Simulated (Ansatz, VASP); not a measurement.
**One calculation of TiAl, two programs**

File INCAR:

```
  PREC = Accurate
  ENCUT = 520
  EDIFF = 1E-7
  ISMEAR = 0
  SIGMA = 0.1
  LREAL = False
  LASPH = True
  NELM = 60
  ALGO = Normal
  ISIF = 2
  LWAVE = False
  LCHARG = False
  GGA = PE
  NBANDS = 14
```

The input KPOINTS:

```
Automatic mesh
0
Gamma
  14 14 14
```

Contents of POSCAR:

```
TiAl
1.0
    3.0533837473      0.0000000000      0.0000000000
    0.0000000000      3.0533837473      0.0000000000
    0.0000000000      0.0000000000      3.0533837473
Ti Al
1 1
Direct
    0.5000000000      0.5000000000      0.5000000000
    0.0000000000      0.0000000000      0.0000000000
```

Input for Ansatz:

```yaml
crystal:
  lattice:
    - [3.0533837473, 0.0, 0.0]
    - [0.0, 3.0533837473, 0.0]
    - [0.0, 0.0, 3.0533837473]
  atoms:
    - { symbol: Ti, position: [0.5, 0.5, 0.5] }
    - { symbol: Al, position: [0.0, 0.0, 0.0] }
basis:
  ecutwfc: 420
kpoints:
  mp_grid: { grid: [14, 14, 14] }
hamiltonian:
  xc: pbe
scf:
  occupations: { method: gaussian, width: 0.1 }
output:
  forces: true
  stress: true
  eigenvalues: true
```

Alike in both runs: task single point; functional PBE; k mesh 14 × 14 × 14; occupations gaussian, width 0.1 eV; no spin polarisation.

|  | VASP | Ansatz |
| --- | --- | --- |
| version | VASP 6.6.1 | Ansatz 0.2.0 |
| potentials or method | VASP PAW PBE potentials, release 64 (Ti_sv, Al), cutoff 520 eV | scalar-relativistic, plane waves, PAW |
| valence electrons in the cell | 15 | 15 |

```csv
,VASP,Ansatz,Ansatz less VASP
gap on the k mesh at the Fermi level (eV),none,none,-
pressure (GPa),18.2,18.4,+0.10
```

A gap of «none» marks a metal or a gap that the smearing closes.
